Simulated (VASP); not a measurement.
# Ta16Ti in VASP: single point with PBE+D3(BJ)

Aim: the single point of Ta16Ti with PBE+D3(BJ).

All numbers are computed with VASP 6.6.1; they aren't measurements. Logs are shortened: lines on timing, memory, paths and dates and some standing lists are left out, and cuts for length are marked.

### Step 1. The cell of the first run

The cell holds a slab with vacuum, 17 atoms: a = 6.620 Å, b = 6.620 Å, c = 17.965 Å, α = 90.00°, β = 90.00°, γ = 90.00°.

### Step 2. Single point, PBE+D3(BJ)

INCAR reads:

```
SYSTEM = Ta16Ti
PREC     = Accurate       ! precision mode
ENCUT    = 520            ! plane-wave cutoff, eV
EDIFF    = 1E-7           ! SCF threshold, eV
ISMEAR   = 0              ! smearing method
SIGMA    = 0.05           ! smearing width, eV
LREAL    = Auto         
LASPH    = .TRUE.         ! aspherical terms in the spheres
NELM     = 100            ! most SCF steps
ALGO     = Normal         ! electronic algorithm
ISIF     = 2              ! what is computed and relaxed
LWAVE    = .FALSE.        ! write WAVECAR
LCHARG   = .FALSE.        ! write CHGCAR
GGA      = PE             ! functional
IVDW     = 12             ! dispersion correction
NBANDS   = 108            ! bands
```

KPOINTS reads:

```
Automatic mesh
0
G
  3 3 1
  0 0 0
```

POSCAR reads:

```
Ta16Ti
1.0
    6.6200000000      0.0000000000      0.0000000000
    0.0000000000      6.6200000000      0.0000000000
    0.0000000000      0.0000000000     17.9650000000
Ta Ti
16 1
Direct
    0.2500000000      0.2500000000      0.0556637900
    0.7500000000      0.2500000000      0.0556637900
    0.2500000000      0.7500000000      0.0556637900
    0.7500000000      0.7500000000      0.0556637900
   -0.0003243514      0.0003243514      0.1367428868
    0.5003280879      0.0003048059      0.1367452198
   -0.0003048059      0.4996719121      0.1367452198
    0.5002997839      0.4997002161      0.1367470813
    0.2500264488      0.2499223274      0.2277957425
    0.7500010154      0.2499989846      0.2271979680
    0.2500422994      0.7499577006      0.2319360003
    0.7500776726      0.7499735512      0.2277957425
   -0.0078393853      0.0078393853      0.3178185369
    0.5079407305      0.0076545583      0.3177976849
   -0.0076545583      0.4920592695      0.3177976849
    0.5077537808      0.4922462192      0.3177693997
    0.7499322360      0.2500677640      0.3944261334
```

Potentials or basis: VASP PAW PBE potentials, release 64 (Ta_pv, Ti_sv).

Command:

```
$ cat potpaw_PBE.64/Ta_pv/POTCAR potpaw_PBE.64/Ti_sv/POTCAR > POTCAR
$ mpirun -np 1 vasp_std > vasp.out
```

OUTCAR:

```text
SYSTEM = Ta16Ti
   PREC = Accurate
   ENCUT = 520
   EDIFF = 1E-7
   ISMEAR = 0
   LREAL = Auto
   LASPH = .TRUE.
   NELM = 100
   ISIF = 2
   GGA = PE
   IVDW = 12
 IVDW          = 12

 ion  position               nearest neighbor table
   1  0.250  0.250  0.056-   7 2.76   5 2.76   8 2.76   6 2.76   9 3.09   3 3.31   2 3.31   3 3.31
                             2 3.31
   2  0.750  0.250  0.056-   5 2.75   6 2.75   7 2.75   8 2.75  10 3.08   4 3.31   1 3.31   4 3.31
                             1 3.31
   3  0.250  0.750  0.056-   8 2.76   7 2.76   6 2.76   5 2.76  11 3.17   4 3.31   1 3.31   1 3.31
                             4 3.31
   4  0.750  0.750  0.056-   6 2.76   5 2.76   8 2.76   7 2.76  12 3.09   3 3.31   2 3.31   2 3.31
                             3 3.31
   5  1.000  0.000  0.137-   2 2.75   1 2.76   4 2.76   3 2.76  10 2.85   9 2.86  12 2.86  11 2.90
                            13 3.25   7 3.31   6 3.31   6 3.31   7 3.31
   6  0.500  0.000  0.137-   2 2.75   4 2.76   1 2.76   3 2.76  10 2.85   9 2.86  12 2.86  11 2.90
                            14 3.25   5 3.31   8 3.31   8 3.31   5 3.31
   7  1.000  0.500  0.137-   2 2.75   1 2.76   4 2.76   3 2.76  10 2.85  12 2.86   9 2.86  11 2.90
                            15 3.25   5 3.31   8 3.31   8 3.31   5 3.31
   8  0.500  0.500  0.137-   2 2.75   1 2.76   4 2.76   3 2.76  10 2.85   9 2.86  12 2.86  11 2.90
                            16 3.25   7 3.31   6 3.31   6 3.31   7 3.31
   9  0.250  0.250  0.228-  15 2.84  16 2.85  13 2.85  14 2.85   6 2.86   5 2.86   8 2.86   7 2.86
                             1 3.09  10 3.31  10 3.31  11 3.31  11 3.31
  10  0.750  0.250  0.227-  13 2.79  14 2.79  15 2.79  16 2.79   5 2.85   6 2.85   7 2.85   8 2.85
                            17 3.00   2 3.08  12 3.31   9 3.31   9 3.31  12 3.31
  11  0.250  0.750  0.232-  16 2.86  15 2.86  14 2.86  13 2.87   8 2.90   7 2.90   6 2.90   5 2.90
                             3 3.17   9 3.31  12 3.31  12 3.31   9 3.31
  12  0.750  0.750  0.228-  14 2.84  16 2.85  13 2.85  15 2.85   7 2.86   5 2.86   8 2.86   6 2.86
                             4 3.09  10 3.31  10 3.31  11 3.31  11 3.31
  13  0.992  0.008  0.318-  17 2.65  10 2.79  12 2.85   9 2.85  11 2.87  15 3.21  14 3.21   5 3.25
                            14 3.41  15 3.41
  14  0.508  0.008  0.318-  17 2.65  10 2.79  12 2.84   9 2.85  11 2.86  13 3.21  16 3.21   6 3.25
                            16 3.41  13 3.41
  15  0.992  0.492  0.318-  17 2.65  10 2.79   9 2.84  12 2.85  11 2.86  13 3.21  16 3.21   7 3.25
                            16 3.41  13 3.41
  16  0.508  0.492  0.318-  17 2.65  10 2.79  12 2.85   9 2.85  11 2.86  15 3.21  14 3.21   8 3.25
                            14 3.41  15 3.41
  17  0.750  0.250  0.394-  14 2.65  15 2.65  13 2.65  16 2.65  10 3.00

  LATTYP: Found a simple tetragonal cell.
 ALAT       =     6.6200000000
 C/A-ratio  =     2.7137462236

  Lattice vectors:

 A1 = (   6.6200000000,   0.0000000000,   0.0000000000)
 A2 = (   0.0000000000,   6.6200000000,   0.0000000000)
 A3 = (   0.0000000000,   0.0000000000,  17.9650000000)

[... 151 lines left out ...]
   EFERMI_NEDOS =   21; number of points for ismear=-14 and -15
   IALGO  =     38    algorithm
   IMIX   =      4    mixing-type and parameters
     AMIX     =   0.40;   BMIX     =  1.00
     AMIX_MAG =   1.60;   BMIX_MAG =  1.00
  volume/ion in A,a.u.               =      46.31       312.53
  Fermi-wavevector in a.u.,A,eV,Ry     =   1.015655  1.919310 14.035170  1.031556
  Thomas-Fermi vector in A             =   2.148954
   LORBIT       =      0    0 simple, 1 ext, 2 COOP (PROOUT), +10 PAW based schemes
   GGA     = PE    functional components
   LHFCALC =     F    Hartree Fock is set to
   AEXX    =    0.0000 exact exchange contribution
   IVDW    =    12    specifies the selected vdW correction
   LEPSILON=     F    determine dielectric tensor
   LRPA    =     F    only Hartree local field effects (RPA)
 non-spin polarized calculation
 Gauss-broadening in eV      SIGMA  =   0.05
  energy-cutoff  :      520.00
  volume of cell :      787.31
 maximum number of plane-waves:     21259
 NGX is ok and might be reduce to    50
   NGX = 25   NGY = 25   NGZ = 67

 number of electron     187.9999965 magnetization

 Free energy of the ion-electron system (eV)
  ---------------------------------------------------
  ext. energy  EPLUGINS =         0.00000000
  ---------------------------------------------------
  free energy    TOTEN  =      -182.15440209 eV

  energy without entropy =     -182.14330755  energy(sigma->0) =     -182.14885482

 E-fermi :   0.1875     XC(G=0):  -6.1216

 val. band max:        0.1377207387   @ k =  -0.3333   0.3333   0.0000
 cond. band min:       0.1927117696   @ k =   0.0000   0.0000   0.0000
 fundamental gap:      0.0549910309
 Fermi energy:         0.1874877376

 k-point     1 :       0.0000    0.0000    0.0000
  band No.  band energies     occupation
      1     -56.0854      2.00000
      2     -34.5951      2.00000
      3     -34.5866      2.00000
      4     -34.5866      2.00000
      5     -34.5837      2.00000
      6     -34.5452      2.00000
[... 425 lines left out ...]
    105       0.9611      0.00000
    106       0.9617      0.00000
 [bands above 106 left out]

------------------------ aborting loop because EDIFF is reached ----------------------------------------

 Edisp (eV)   -7.05191

 E8    (eV) :    -3.8278

  FORCE on cell =-STRESS in cart. coord.  units (eV):
  Direction    XX          YY          ZZ          XY          YZ          ZX
  --------------------------------------------------------------------------------------
  -------------------------------------------------------------------------------------
  Total     -14.38398   -14.38398    -0.22502     0.00085     0.00569    -0.00569
  in kB     -29.27160   -29.27160    -0.45791     0.00173     0.01157    -0.01157
  external pressure =      -19.67 kB  Pullay stress =        0.00 kB

 VOLUME and BASIS-vectors are now :
 -----------------------------------------------------------------------------
  energy-cutoff  :      520.00
  volume of cell :      787.31
      direct lattice vectors                 reciprocal lattice vectors
     6.620000000  0.000000000  0.000000000     0.151057402  0.000000000  0.000000000
     0.000000000  6.620000000  0.000000000     0.000000000  0.151057402  0.000000000
     0.000000000  0.000000000 17.965000000     0.000000000  0.000000000  0.055663791

 POSITION                                       TOTAL-FORCE (eV/Angst)
 -----------------------------------------------------------------------------------
      1.65500      1.65500      1.00000        -0.000282      0.000232     -0.130025
      4.96500      1.65500      1.00000        -0.000560      0.000560      0.158687
      1.65500      4.96500      1.00000        -0.000421      0.000421      0.077115
      4.96500      4.96500      1.00000        -0.000232      0.000282     -0.130025
      6.61785      0.00215      2.45659         0.001368     -0.001368     -0.004019
      3.31217      0.00202      2.45663        -0.000298      0.000491     -0.004202
[... 9 lines left out ...]
      3.36133      3.25867      5.70873         0.004395     -0.004395      0.007673
      4.96455      1.65545      7.08587         0.003274     -0.003274     -0.027925
 -----------------------------------------------------------------------------------
    total drift:                                0.002870     -0.002870      0.004615

  FREE ENERGIE OF THE ION-ELECTRON SYSTEM (eV)
  ---------------------------------------------------
  free  energy   TOTEN  =      -189.2063161078 eV

  energy  without entropy=     -189.1952215636  energy(sigma->0) =     -189.20076884
```

stdout:

```text
POSCAR found type information on POSCAR TaTi
 POSCAR found :  2 types and      17 ions
 scaLAPACK will be used
 LDA part: xc-table for (Slater+PW92), standard interpolation
 POSCAR, INCAR and KPOINTS ok, starting setup
 FFT: planning ... GRIDC
 FFT: planning ... GRID_SOFT
 FFT: planning ... GRID
 WAVECAR not read
 entering main loop
```

Run time: 18 min. Hardware: 1 thread of Oxide Virtual Turin-like, shared host; peak memory 0.76 GiB.

What came out:

| Item | Value |
| --- | --- |
| Free energy | -189.2063 eV |
| Largest force | 0.159 eV/Å |
| Band gap on the k mesh | zero (band 94 reaches 0.39 eV, above the bottom of band 95 at 0.06 eV) |
| Dispersion energy per atom | -0.415 eV |

Forces on the atoms (eV/Å):
```
Ta   0.000  0.000 -0.130
Ta  -0.001  0.001  0.159
Ta   0.000  0.000  0.077
Ta   0.000  0.000 -0.130
Ta   0.001 -0.001 -0.004
Ta   0.000  0.000 -0.004
Ta   0.000  0.000 -0.004
Ta   0.002 -0.002 -0.004
Ta   0.000  0.002 -0.002
Ta   0.002 -0.002  0.033
Ta  -0.002  0.002  0.011
Ta  -0.002  0.000 -0.002
Ta  -0.003  0.003  0.008
Ta   0.002  0.006  0.007
Ta  -0.006 -0.002  0.007
Ta   0.004 -0.004  0.008
Ti   0.003 -0.003 -0.028
```

Levels at points of the mesh, in eV from the Fermi level:
| k point | band 91 | band 92 | band 93 | band 94 | band 95 | band 96 | band 97 | band 98 |
| --- | --- | --- | --- | --- | --- | --- | --- | --- |
| (0.00, 0.00, 0.00) | 0.01 | 0.14 | 0.14 | 0.20 | 0.22 | 0.43 | 0.56 | 0.56 |

Caveat: spin-orbit coupling is left out, which moves the levels of the heavy elements.
